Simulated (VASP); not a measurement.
# Na2Cd (Fd-3m) in VASP: notebook, part 2 of 2

VASP 6.6.1. Earlier steps stand in the parts before.

**4. Relaxation of cell and atoms, PBE**

The input, INCAR:

```
SYSTEM = Na2Cd
ALGO = Fast
EDIFF = 1E-7
EDIFFG = -0.04
ENCUT = 600
GGA = PE
IBRION = 2
ISIF = 3
ISMEAR = 0
LASPH = .True.
LCHARG = .False.
LREAL = .False.
LWAVE = .False.
NELM = 80
NSW = 90
PREC = Accurate
SIGMA = 0.1
```

The input, KPOINTS:

```
k-points
0
Gamma
  4 4 4
  0 0 0
```

The input, POSCAR:

```
Na2Cd
1.0
    0.0000000000      4.0383042959      4.0383042959
    4.0383042959      0.0000000000      4.0383042959
    4.0383042959      4.0383042959      0.0000000000
Na Cd
4 2
Direct
    0.6250000000      0.6250000000      0.6250000000
    0.1250000000      0.6250000000      0.6250000000
    0.6250000000      0.6250000000      0.1250000000
    0.6250000000      0.1250000000      0.6250000000
    0.0000000000      0.0000000000      0.0000000000
    0.2500000000      0.2500000000      0.2500000000
```

Potentials or basis: VASP PAW PBE potentials, release 64 (Na_pv, Cd).

Launch:

```
> cat potpaw_PBE.64/Na_pv/POTCAR potpaw_PBE.64/Cd/POTCAR > POTCAR
> mpirun -np 1 vasp_std > vasp.out
```

OUTCAR:

```text
SYSTEM = Na2Cd
   EDIFF = 1E-7
   EDIFFG = -0.04
   ENCUT = 600
   GGA = PE
   IBRION = 2
   ISIF = 3
   ISMEAR = 0
   LASPH = .True.
   LREAL = .False.
   NELM = 80
   NSW = 90
   PREC = Accurate

 ion  position               nearest neighbor table
   1  0.625  0.625  0.625-
   2  0.125  0.625  0.625-
   3  0.625  0.625  0.125-
   4  0.625  0.125  0.625-
   5  0.000  0.000  0.000-   6 3.50   6 3.50   6 3.50   6 3.50
   6  0.250  0.250  0.250-   5 3.50   5 3.50   5 3.50   5 3.50

  LATTYP: Found a face centered cubic cell.
 ALAT       =     8.0766085918

  Lattice vectors:

 A1 = (   0.0000000000,   4.0383042959,   4.0383042959)
 A2 = (   4.0383042959,   0.0000000000,   4.0383042959)
 A3 = (   4.0383042959,   4.0383042959,   0.0000000000)

Analysis of symmetry for initial positions (statically):
=====================================================================
 Subroutine PRICEL returns:
 Original cell was already a primitive cell.

 Routine SETGRP: Setting up the symmetry group for a
 face centered cubic supercell.

 Subroutine GETGRP returns: Found 48 space group operations
 (whereof 24 operations were pure point group operations)
 out of a pool of 48 trial point group operations.

The static configuration has the point symmetry T_d .
 The point group associated with its full space group is O_h .

Analysis of symmetry for dynamics (positions and initial velocities):
=====================================================================
 Subroutine PRICEL returns:
 Original cell was already a primitive cell.

 Routine SETGRP: Setting up the symmetry group for a
 face centered cubic supercell.

 Subroutine GETGRP returns: Found 48 space group operations
 (whereof 24 operations were pure point group operations)
 out of a pool of 48 trial point group operations.

The dynamic configuration has the point symmetry T_d .
 The point group associated with its full space group is O_h .

 Subroutine INISYM returns: Found 48 space group operations
 (whereof 24 operations are pure point group operations),
[... 96 lines left out ...]
   TEBEG  =    0.0;   TEEND  =   0.0 temperature during run
   PSTRESS=    0.0 pullay stress
   NELECT =      52.0000    total number of electrons
   NUPDOWN=      -1.0000    fix difference up-down
   EMIN   =  10.00;   EMAX   =-10.00  energy-range for DOS
   EFERMI =   0.00;   METHOD = LEGACY
   ISMEAR =     0;   SIGMA  =   0.10  broadening in eV -4-tet -1-fermi 0-gaus
   EFERMI_NEDOS =   21; number of points for ismear=-14 and -15
   IALGO  =     68    algorithm
   IMIX   =      4    mixing-type and parameters
     AMIX     =   0.40;   BMIX     =  1.00
     AMIX_MAG =   1.60;   BMIX_MAG =  1.00
  volume/ion in A,a.u.               =      21.95       148.14
  Fermi-wavevector in a.u.,A,eV,Ry     =   1.200974  2.269512 19.624204  1.442338
  Thomas-Fermi vector in A             =   2.336795
   LORBIT       =      0    0 simple, 1 ext, 2 COOP (PROOUT), +10 PAW based schemes
   GGA     = PE    functional components
   LHFCALC =     F    Hartree Fock is set to
   AEXX    =    0.0000 exact exchange contribution
   IVDW    =     0    specifies the selected vdW correction
   LEPSILON=     F    determine dielectric tensor
   LRPA    =     F    only Hartree local field effects (RPA)
 conjugate gradient relaxation of ions
 non-spin polarized calculation
 RMM-DIIS sequential band-by-band and
 Gauss-broadening in eV      SIGMA  =   0.10
  energy-cutoff  :      600.00
  volume of cell :      131.71
 maximum number of plane-waves:      4477
 NGX is ok and might be reduce to    48
   NGX = 23   NGY = 23   NGZ = 23

--------------------------------------- Ionic step        1  -------------------------------------------

 number of electron      52.0000015 magnetization

 Free energy of the ion-electron system (eV)
  ---------------------------------------------------
  ext. energy  EPLUGINS =         0.00000000
  ---------------------------------------------------
  free energy    TOTEN  =        -5.26091146 eV

  energy without entropy =       -5.22521344  energy(sigma->0) =       -5.24306245

------------------------ aborting loop because EDIFF is reached ----------------------------------------

  FORCE on cell =-STRESS in cart. coord.  units (eV):
  Direction    XX          YY          ZZ          XY          YZ          ZX
  --------------------------------------------------------------------------------------
  -------------------------------------------------------------------------------------
  Total        5.5068080      5.5068080      5.5068080     -0.0000000      0.0000000     -0.0000000
  in kB       66.9859003     66.9859003     66.9859003     -0.0000000      0.0000000     -0.0000000
  external PRESSURE =      66.9859003 kB  Pullay stress =       0.0000000 kB
[... 107 lines left out ...]
--------------------------------------- Ionic step        4  -------------------------------------------

 number of electron      51.9999971 magnetization

 Free energy of the ion-electron system (eV)
  ---------------------------------------------------
  ext. energy  EPLUGINS =         0.00000000
  ---------------------------------------------------
  free energy    TOTEN  =        -6.12051518 eV

  energy without entropy =       -6.10121716  energy(sigma->0) =       -6.11086617

 E-fermi :   0.6610     XC(G=0):  -7.7402

 val. band max:        0.5528987021   @ k =   0.5000   0.2500   0.0000
 cond. band min:       0.6899832555   @ k =   0.2500   0.2500   0.0000
 fundamental gap:      0.1370845534
 Fermi energy:         0.6609641741

 k-point     1 :       0.0000    0.0000    0.0000
  band No.  band energies     occupation
      1     -24.1693      2.00000
      2     -24.0823      2.00000
      3     -24.0822      2.00000
      4     -24.0822      2.00000
      5     -24.0497      2.00000
      6     -24.0497      2.00000
[... 294 lines left out ...]
  FREE ENERGIE OF THE ION-ELECTRON SYSTEM (eV)
  ---------------------------------------------------
  free  energy   TOTEN  =        -6.1205151834 eV

  energy  without entropy=       -6.1012171570  energy(sigma->0) =       -6.11086617

 reached required accuracy - stopping structural energy minimisation
```

CONTCAR:

```text
Na2Cd
   1.00000000000000
    -0.0000000000000000    4.5230867357757907    4.5230867357757907
     4.5230867357757907    0.0000000000000000    4.5230867357757907
     4.5230867357757907    4.5230867357757907   -0.0000000000000000
  Na              Cd
     4     2
Direct
     0.6250000000000000    0.6250000000000000    0.6250000000000000
     0.1250000000000000    0.6250000000000000    0.6250000000000000
     0.6250000000000000    0.6250000000000000    0.1250000000000000
     0.6250000000000000    0.1250000000000000    0.6250000000000000
     1.0000000000000000    1.0000000000000000    0.0000000000000000
     0.2500000000000000    0.2500000000000000    0.2500000000000000

  0.00000000E+00  0.00000000E+00  0.00000000E+00
  0.00000000E+00  0.00000000E+00  0.00000000E+00
  0.00000000E+00  0.00000000E+00  0.00000000E+00
  0.00000000E+00  0.00000000E+00  0.00000000E+00
  0.00000000E+00  0.00000000E+00  0.00000000E+00
  0.00000000E+00  0.00000000E+00  0.00000000E+00
```

Run time: 1.7 min. Hardware: 1 thread of Intel Xeon 6975P-C (Granite Rapids), shared host; peak memory 0.34 GiB.

Results:

* Free energy: -6.1205 eV
* Relaxed volume: 30.84 Å³/atom
* Relaxed cell: a = 6.397 Å, b = 6.397 Å, c = 6.397 Å, α = 60.00°, β = 60.00°, γ = 60.00°
* Space group after relaxing (to 0.05 Å): Fd-3m (No. 227)
* Energy gained by relaxing: 143.3 meV/atom
* Ionic steps: 4
* Pressure after relaxing: 0.1 GPa
* Band gap on the k mesh: zero (band 26 reaches 2.00 eV, above the bottom of band 27 at 0.21 eV)

The path:
| step | energy change (eV) | largest force (eV/Å) | pressure (GPa) | volume (Å³) |
| --- | --- | --- | --- | --- |
| 1 | 0.0000 | 0.0000 | 6.70 | 131.71 |
| 2 | -0.5490 | 0.0000 | 3.16 | 149.99 |
| 3 | -0.8231 | 0.0000 | 0.88 | 173.24 |
| 4 | -0.8596 | 0.0000 | 0.13 | 185.07 |

Final structure:
```
Na Cd
1.0
     0.00000    4.52309    4.52309
     4.52309    0.00000    4.52309
     4.52309    4.52309    0.00000
Na Cd
4 2
Cartesian
  5.6539 5.6539 5.6539
  5.6539 3.3923 3.3923
  3.3923 3.3923 5.6539
  3.3923 5.6539 3.3923
  4.5231 4.5231 9.0462
  2.2615 2.2615 2.2615
```

Levels at points of the mesh, in eV from the Fermi level:
```csv
k point,band 23,band 24,band 25,band 26,band 27,band 28
"(0.00, 0.00, 0.00)",-4.82,-0.67,0.67,1.34,1.34,1.34
"(0.50, 0.00, 0.00)",-3.83,-2.90,-0.58,0.53,0.53,0.97
"(0.50, 0.50, 0.00)",-3.16,-3.16,-0.56,-0.56,-0.45,-0.45
```

Caveat: the volume moved by over 15 % at a fixed basis, so the end points are rough.

**5. Single point, PBE**

This run uses another cell than the first one, of 30.45 Å³/atom, 1.387 times its volume.

The input, INCAR:

```
PREC     = Accurate       # precision mode
ENCUT    = 520            # plane-wave cutoff, eV
EDIFF    = 1E-6           # SCF threshold, eV
ISMEAR   = 0              # smearing method
SIGMA    = 0.1            # smearing width, eV
LREAL    = False          # projectors in reciprocal space
LASPH    = True           # aspherical terms in the spheres
NELM     = 100            # most SCF steps
ALGO     = Fast           # electronic algorithm
ISIF     = 2              # what is computed and relaxed
LWAVE    = False          # write WAVECAR
LCHARG   = False          # write CHGCAR
GGA      = PE             # functional
NBANDS   = 35             # bands
```

The input, KPOINTS:

```
Automatic mesh
0
Gamma
  8 8 8
```

The input, POSCAR:

```
Na2Cd
1.0
    0.0000000000      4.5038842238      4.5038842238
    4.5038842238      0.0000000000      4.5038842238
    4.5038842238      4.5038842238      0.0000000000
Na Cd
4 2
Direct
    0.1250000000      0.1250000000      0.1250000000
    0.6250000000      0.1250000000      0.1250000000
    0.1250000000      0.1250000000      0.6250000000
    0.1250000000      0.6250000000      0.1250000000
    0.5000000000      0.5000000000      0.5000000000
    0.7500000000      0.7500000000      0.7500000000
```

Launch:

```
> cat potpaw_PBE.64/Na_pv/POTCAR potpaw_PBE.64/Cd/POTCAR > POTCAR
> mpirun -np 1 vasp_std > vasp.out
```

Run time: 83 s. Hardware: 1 thread of Intel Xeon 6975P-C (Granite Rapids), shared host; peak memory 0.39 GiB.

The run converged. Its results:

- Free energy: -6.2320 eV
- Pressure: 0.0 GPa
- Band gap on the k mesh: zero (band 26 reaches 2.05 eV, above the bottom of band 27 at 0.25 eV)

Levels at points of the mesh, in eV from the Fermi level:
```tsv
k point	band 22	band 23	band 24	band 25	band 26	band 27	band 28	band 29	band 30	band 31
(0.00, 0.00, 0.00)	-8.45	-5.13	-0.91	0.41	1.07	1.07	1.07	1.10	1.10	1.10
(0.50, 0.00, 0.00)	-8.44	-4.13	-3.20	-0.84	0.25	0.25	0.69	1.35	1.35	3.24
(0.50, 0.50, 0.00)	-8.43	-3.45	-3.45	-0.84	-0.84	-0.74	-0.74	3.81	3.81	4.00
```

**6. Overview**

| task | cell | k mesh | cutoff (eV) | gap on the mesh (eV) | pressure (GPa) |
| --- | --- | --- | --- | --- | --- |
| single point | a = 5.711 Å, angles 60.0°, 6 atoms | 4 × 4 × 4 | 520 | none | 6.7 |
| single point | a = 6.398 Å, angles 60.0°, 6 atoms | 4 × 4 × 4 | 520 | none | 0.2 |
| relaxation of cell and atoms | relaxed from a = 5.711 Å, angles 60.0°, 6 atoms | 4 × 4 × 4 | 600 | none | 0.1 |
| single point | a = 6.369 Å, angles 60.0°, 6 atoms | 8 × 8 × 8 | 520 | none | 0.0 |

Alike in all rows: level PBE; potentials or basis VASP PAW PBE potentials, release 64 (Na_pv, Cd); no spin polarisation; smearing gaussian 0.1 eV.

Caveats: the volume moved by over 15 % at a fixed basis, so the end points are rough (some runs).

Absolute energies hang on the potentials; compare differences alone.
